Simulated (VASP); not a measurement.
# MnO (Fm-3m) in VASP: a series of runs

The runs below take MnO through single point, with B3LYP5, PBE, r2SCANh, HSE06.

All numbers are computed with VASP 6.6.1; they aren't measurements. Logs are shortened: lines on timing, memory, paths and dates and some standing lists are left out, and cuts for length are marked.

**1. The cell of the first run**

The structure is cubic, space group Fm-3m (No. 225). Conventional cell: a = 4.418 Å, b = 4.418 Å, c = 4.418 Å, α = 90.00°, β = 90.00°, γ = 90.00°. Within 2.9 Å of Mn (site symmetry m-3m) lie 6 O at 2.21 Å. O (site symmetry m-3m) has 6 Mn at 2.21 Å within 2.9 Å.

**2. Single point, B3LYP5, collinear spin, ferromagnetic start**

The input, POSCAR:

```
MnO
1.0
    0.0000000000      2.2089816980      2.2089816980
    2.2089816980      0.0000000000      2.2089816980
    2.2089816980      2.2089816980      0.0000000000
Mn O
1 1
Direct
    0.0000000000      0.0000000000      0.0000000000
    0.5000000000      0.5000000000      0.5000000000
```

The input, INCAR.step1:

```
SYSTEM = MnO
PREC = Accurate
ENCUT = 520
EDIFF = 1E-5
ISMEAR = -1
SIGMA = 0.05
LREAL = .FALSE.
LASPH = .TRUE.
NELM = 150
ALGO = Normal
ISIF = 2
LWAVE = .TRUE.
LCHARG = .FALSE.
ISPIN = 2
MAGMOM = 4 0
LORBIT = 11
LMAXMIX = 4
NBANDS = 20
GGA = PE
```

The input, INCAR.step2:

```
SYSTEM = MnO
PREC = Accurate
ENCUT = 520
EDIFF = 1E-6
ISMEAR = -1
SIGMA = 0.05
LREAL = .FALSE.
LASPH = .TRUE.
NELM = 150
ALGO = Normal
ISIF = 2
LWAVE = .FALSE.
LCHARG = .FALSE.
ISPIN = 2
MAGMOM = 4 0
LORBIT = 11
LMAXMIX = 4
GGA = B5
LHFCALC = .TRUE.
AEXX = 0.2
AGGAX = 0.72
AGGAC = 0.81
ALDAC = 0.19
PRECFOCK = Normal
NBANDS = 20
ISTART = 1
```

The input, KPOINTS:

```
regular mesh
0
G
  5 5 5
  0 0 0
```

Potentials or basis: VASP PAW PBE potentials, release 64 (Mn_pv, O).

Started as:

```
> cat potpaw_PBE.64/Mn_pv/POTCAR potpaw_PBE.64/O/POTCAR > POTCAR
> cp INCAR.step1 INCAR
> mpirun -np 1 vasp_std > vasp.out
> cp INCAR.step2 INCAR
> mpirun -np 1 vasp_std > vasp.out
```

OUTCAR:

```text
SYSTEM = MnO
   PREC = Accurate
   ENCUT = 520
   EDIFF = 1E-6
   ISMEAR = -1
   LREAL = .FALSE.
   LASPH = .TRUE.
   NELM = 150
   ISIF = 2
   ISPIN = 2
   LORBIT = 11
   GGA = B5
   LHFCALC = .TRUE.
   AEXX = 0.2
   PRECFOCK = Normal
   ISTART = 1

 ion  position               nearest neighbor table
   1  0.000  0.000  0.000-   2 2.21   2 2.21   2 2.21   2 2.21   2 2.21   2 2.21
   2  0.500  0.500  0.500-   1 2.21   1 2.21   1 2.21   1 2.21   1 2.21   1 2.21

  LATTYP: Found a face centered cubic cell.
 ALAT       =     4.4179633960

  Lattice vectors:

 A1 = (   0.0000000000,   2.2089816980,   2.2089816980)
 A2 = (   2.2089816980,   0.0000000000,   2.2089816980)
 A3 = (   2.2089816980,   2.2089816980,   0.0000000000)

Analysis of symmetry for initial positions (statically):
=====================================================================
 Subroutine PRICEL returns:
 Original cell was already a primitive cell.

 Routine SETGRP: Setting up the symmetry group for a
 face centered cubic supercell.

 Subroutine GETGRP returns: Found 48 space group operations
 (whereof 48 operations were pure point group operations)
 out of a pool of 48 trial point group operations.

The static configuration has the point symmetry O_h .

Analysis of symmetry for dynamics (positions and initial velocities):
=====================================================================
 Subroutine PRICEL returns:
 Original cell was already a primitive cell.

 Routine SETGRP: Setting up the symmetry group for a
 face centered cubic supercell.

 Subroutine GETGRP returns: Found 48 space group operations
 (whereof 48 operations were pure point group operations)
 out of a pool of 48 trial point group operations.

The dynamic configuration has the point symmetry O_h .

Analysis of structural, dynamic, and magnetic symmetry:
=====================================================================
 Subroutine PRICEL returns:
 Original cell was already a primitive cell.

 Routine SETGRP: Setting up the symmetry group for a
 face centered cubic supercell.

 Subroutine GETGRP returns: Found 48 space group operations
 (whereof 48 operations were pure point group operations)
 out of a pool of 48 trial point group operations.

The overall configuration has the point symmetry O_h .

 Subroutine INISYM returns: Found 48 space group operations
 (whereof 48 operations are pure point group operations),
 and found     1 'primitive' translations

----------------------------------------------------------------------------------------

[... 108 lines left out ...]
   NKREDZ  =     1    reduce k-point grid by
   AEXX    =    0.2000 exact exchange contribution
   HFSCREEN=    0.0000 screening length (either q_TF or 0.3 A-1)
   HFSCREENC=   0.0000 screening length for correlation (either q_TF or 0.3 A-1)
   ENCUTFOCK=  -1.0 apply spherical cutoff to Coloumb kernel
   IVDW    =     0    specifies the selected vdW correction
   LEPSILON=     F    determine dielectric tensor
   LRPA    =     F    only Hartree local field effects (RPA)
 spin polarized calculation
  energy-cutoff  :      520.00
  volume of cell :       21.56
 maximum number of plane-waves:       589
  NGX = 18; NGY = 18; NGZ = 18

 number of electron      18.9999996 magnetization       4.9983644

 Free energy of the ion-electron system (eV)
  ---------------------------------------------------
  ext. energy  EPLUGINS =         0.00000000
  ---------------------------------------------------
  free energy    TOTEN  =       -22.65417490 eV

  energy without entropy =      -22.65417490  energy(sigma->0) =      -22.65417490

 E-fermi :   7.5553     XC(G=0):  -9.4667

 val. band max:        6.4894007935   @ k =   0.4000   0.0000   0.0000
 cond. band min:       8.6199042208   @ k =   0.4000   0.4000   0.0000
 fundamental gap:      2.1305034274
 Fermi energy:         7.5552524161

 spin component 1

 k-point     1 :       0.0000    0.0000    0.0000
  band No.  band energies     occupation
      1     -46.2323      1.00000
      2     -46.2323      1.00000
      3     -46.2323      1.00000
      4     -14.6821      1.00000
      5       2.8036      1.00000
      6       2.8036      1.00000
[... 206 lines left out ...]
      6       0.3703      1.00000
[... 12 lines left out ...]
     19      36.0682      0.00000
     20      36.1086      0.00000
 Fermi energy:         7.5552524161

 spin component 2

 k-point     1 :       0.0000    0.0000    0.0000
  band No.  band energies     occupation
      1     -40.0202      1.00000
      2     -40.0202      1.00000
      3     -40.0202      1.00000
      4     -14.0723      1.00000
      5       3.7217      1.00000
      6       3.7217      1.00000
[... 219 lines left out ...]
     19      36.6053      0.00000
     20      37.2270      0.00000

------------------------ aborting loop because EDIFF is reached ----------------------------------------

  FORCE on cell =-STRESS in cart. coord.  units (eV):
  Direction    XX          YY          ZZ          XY          YZ          ZX
  --------------------------------------------------------------------------------------
  -------------------------------------------------------------------------------------
  Total        1.3090920      1.3090920      1.3090920     -0.0000000      0.0000000      0.0000000
  in kB       97.2913879     97.2913879     97.2913879     -0.0000000      0.0000000      0.0000000
  external PRESSURE =      97.2913879 kB  Pullay stress =       0.0000000 kB

 VOLUME and BASIS-vectors are now :
 -----------------------------------------------------------------------------
  energy-cutoff  :      520.00
  volume of cell :       21.56
      direct lattice vectors                 reciprocal lattice vectors
     0.000000000  2.208981698  2.208981698    -0.226348639  0.226348639  0.226348639
     2.208981698  0.000000000  2.208981698     0.226348639 -0.226348639  0.226348639
     2.208981698  2.208981698  0.000000000     0.226348639  0.226348639 -0.226348639

 POSITION                                       TOTAL-FORCE (eV/Angst)
 -----------------------------------------------------------------------------------
      0.00000      0.00000      0.00000         0.000000      0.000000      0.000000
      2.20898      2.20898      2.20898        -0.000000     -0.000000      0.000000
 -----------------------------------------------------------------------------------
    total drift:                               -0.000000     -0.000000      0.000000

  FREE ENERGIE OF THE ION-ELECTRON SYSTEM (eV)
  ---------------------------------------------------
  free  energy   TOTEN  =       -22.6541748966 eV

  energy  without entropy=      -22.6541748965  energy(sigma->0) =      -22.65417490

 total charge

# of ion       s       p       d       tot
------------------------------------------
    1        0.202   6.185   4.987  11.374
    2        1.549   3.503   0.000   5.052
--------------------------------------------------
tot          1.751   9.688   4.987  16.426

 magnetization (x)

# of ion       s       p       d       tot
------------------------------------------
    1        0.020   0.013   4.518   4.551
    2        0.029   0.216   0.000   0.245
--------------------------------------------------
tot          0.048   0.229   4.518   4.796
```

Run time: 37 min. Hardware: 1 thread of Intel Xeon 8259CL, shared host; peak memory 0.16 GiB.

What came out:

| Property | Result |
| --- | --- |
| Free energy | -22.6542 eV |
| Pressure | 9.7 GPa |
| Band gap on the k mesh | 2.13 eV (least direct gap 4.26 eV) |
| Net moment | 5.00 μB per cell |
| Site moments | Mn +4.55; O +0.24 μB |
| Valence electrons inside the program's atomic spheres | Mn 11.37; O 5.05 |

Caveat: the k points lie up to 0.49 Å⁻¹ apart; the PAW data sets were made with another functional, which shifts forces and pressure a little; an odd mesh through Γ misses points on the zone boundary, where band edges can lie; a cell with one magnetic atom can't hold antiferromagnetic order, which such compounds often take.

**3. Single point, PBE, collinear spin, ferromagnetic start**

This run uses another cell than the first one, of 11.00 Å³/atom.

The input, INCAR:

```
PREC     = Accurate       # precision mode
ENCUT    = 520            # plane-wave cutoff, eV
EDIFF    = 1E-7           # SCF threshold, eV
ISMEAR   = 0              # smearing method
SIGMA    = 0.011          # smearing width, eV
LREAL    = False          # projectors in reciprocal space
LASPH    = True           # aspherical terms in the spheres
NELM     = 150            # most SCF steps
ALGO     = Normal         # electronic algorithm
ISIF     = 2              # what is computed and relaxed
LWAVE    = False          # write WAVECAR
LCHARG   = False          # write CHGCAR
ISPIN    = 2              # spin polarisation
MAGMOM   = 4 0            # initial moments
LORBIT   = 11             # projections on sites
LMAXMIX  = 4              # l up to which the mixer works
GGA      = PE             # functional
NBANDS   = 20             # bands
```

The input, KPOINTS:

```
Automatic mesh
0
Gamma
  10 10 10
```

The input, POSCAR:

```
MnO
1.0
    0.0000000000      2.2239077028      2.2239077028
    2.2239077028      0.0000000000      2.2239077028
    2.2239077028      2.2239077028      0.0000000000
Mn O
1 1
Direct
    0.0000000000      0.0000000000      0.0000000000
    0.5000000000      0.5000000000      0.5000000000
```

Potentials or basis: VASP PAW PBE potentials, release 64 (Mn_pv, O).

Started as:

```
> cat potpaw_PBE.64/Mn_pv/POTCAR potpaw_PBE.64/O/POTCAR > POTCAR
> mpirun -np 1 vasp_std > vasp.out
```

OUTCAR:

```text
PREC = Accurate
   ENCUT = 520
   EDIFF = 1E-7
   ISMEAR = 0
   LREAL = False
   LASPH = True
   NELM = 150
   ISIF = 2
   ISPIN = 2
   LORBIT = 11
   GGA = PE

 ion  position               nearest neighbor table
   1  0.000  0.000  0.000-   2 2.22   2 2.22   2 2.22   2 2.22   2 2.22   2 2.22
   2  0.500  0.500  0.500-   1 2.22   1 2.22   1 2.22   1 2.22   1 2.22   1 2.22

  LATTYP: Found a face centered cubic cell.
 ALAT       =     4.4478154056

  Lattice vectors:

 A1 = (   0.0000000000,   2.2239077028,   2.2239077028)
 A2 = (   2.2239077028,   0.0000000000,   2.2239077028)
 A3 = (   2.2239077028,   2.2239077028,   0.0000000000)

[... 1317 lines left out ...]
 VOLUME and BASIS-vectors are now :
 -----------------------------------------------------------------------------
  energy-cutoff  :      520.00
  volume of cell :       22.00
      direct lattice vectors                 reciprocal lattice vectors
     0.000000000  2.223907703  2.223907703    -0.224829474  0.224829474  0.224829474
     2.223907703  0.000000000  2.223907703     0.224829474 -0.224829474  0.224829474
     2.223907703  2.223907703  0.000000000     0.224829474  0.224829474 -0.224829474

 POSITION                                       TOTAL-FORCE (eV/Angst)
 -----------------------------------------------------------------------------------
      0.00000      0.00000      0.00000        -0.000000      0.000000      0.000000
      2.22391      2.22391      2.22391         0.000000     -0.000000     -0.000000
 -----------------------------------------------------------------------------------
    total drift:                                0.000000     -0.000000     -0.000000

  FREE ENERGIE OF THE ION-ELECTRON SYSTEM (eV)
  ---------------------------------------------------
  free  energy   TOTEN  =       -16.4024818315 eV

  energy  without entropy=      -16.4023355709  energy(sigma->0) =      -16.40240870

 total charge

# of ion       s       p       d       tot
------------------------------------------
    1        0.202   6.176   4.974  11.352
    2        1.561   3.416   0.000   4.977
--------------------------------------------------
tot          1.763   9.592   4.974  16.329

 magnetization (x)

# of ion       s       p       d       tot
------------------------------------------
    1        0.034   0.026   4.295   4.355
    2        0.030   0.176   0.000   0.206
--------------------------------------------------
tot          0.064   0.202   4.295   4.561
```

Run time: 36 s. Hardware: 1 thread of Intel Xeon Platinum 8259CL at 2.50GHz (Skylake/Cascade Lake), shared host; peak memory 0.16 GiB.

What came out:

- Free energy: -16.4025 eV
- Pressure: 0.4 GPa
- Net moment: 4.80 μB per cell
- Site moments: Mn +4.36; O +0.21 μB
- Valence electrons inside the program's atomic spheres: Mn 11.35; O 4.98

Caveat: a cell with one magnetic atom can't hold antiferromagnetic order, which such compounds often take; semilocal functionals often make such compounds metallic where correlation or magnetic order opens a gap, which also shifts bond lengths. With open d or f shells a metallic result of PBE can be an artefact of self-interaction; +U or a hybrid may open a gap.

**4. Single point, PBE, collinear spin, ferromagnetic start**

This run uses another cell than the first one, of 11.00 Å³/atom.

The input, INCAR:

```
  ALGO = Normal
  EDIFF = 1E-7
  ENCUT = 520
  GGA = PE
  ISIF = 2
  ISMEAR = -1
  ISPIN = 2
  LASPH = T
  LCHARG = F
  LMAXMIX = 4
  LORBIT = 11
  LREAL = F
  LWAVE = F
  MAGMOM = 4 0
  NBANDS = 20
  NELM = 150
  PREC = Accurate
  SIGMA = 0.05
```

The input, KPOINTS:

```
k-points
0
Gamma
  10 10 10
```

The input, POSCAR:

```
MnO
1.0
    0.0000000000      2.2240930792      2.2240930792
    2.2240930792      0.0000000000      2.2240930792
    2.2240930792      2.2240930792      0.0000000000
Mn O
1 1
Direct
    0.0000000000      0.0000000000      0.0000000000
    0.5000000000      0.5000000000      0.5000000000
```

Started as:

```
> cat potpaw_PBE.64/Mn_pv/POTCAR potpaw_PBE.64/O/POTCAR > POTCAR
> mpirun -np 1 vasp_std > vasp.out
```

It took 36 s on 1 thread of Intel Xeon Platinum 8259CL at 2.50GHz (Skylake/Cascade Lake), shared host; peak memory 0.16 GiB.

It converged, with:

| Property | Result |
| --- | --- |
| Free energy | -16.4063 eV |
| Pressure | 0.2 GPa |
| Net moment | 4.79 μB per cell |
| Site moments | Mn +4.35; O +0.20 μB |
| Valence electrons inside the program's atomic spheres | Mn 11.35; O 4.98 |

Levels at points of the mesh, in eV from the Fermi level:
Spin up:
```csv
k point,band 10,band 11,band 12,band 13,band 14,band 15
"(0.00, 0.00, 0.00)",-3.22,-2.69,-2.69,-0.53,13.96,16.32
"(0.50, 0.00, 0.00)",-1.88,0.20,0.20,3.47,7.72,11.87
"(0.50, 0.50, 0.00)",-2.05,-2.05,-1.92,5.01,7.81,10.40
```
Spin down:
```csv
k point,band 3,band 4,band 5,band 6,band 7,band 8,band 9,band 10,band 11,band 12
"(0.00, 0.00, 0.00)",-45.69,-19.81,-3.34,-3.34,-3.34,0.76,0.76,0.76,0.80,1.38
"(0.50, 0.00, 0.00)",-45.70,-18.85,-7.35,-4.83,-4.83,1.94,1.98,1.98,3.65,3.65
"(0.50, 0.50, 0.00)",-45.72,-18.88,-6.40,-4.32,-4.32,-0.81,1.97,2.17,2.42,2.42
```

Caveat: a cell with one magnetic atom can't hold antiferromagnetic order, which such compounds often take; semilocal functionals often make such compounds metallic where correlation or magnetic order opens a gap, which also shifts bond lengths.

[end of part 1 of 2]
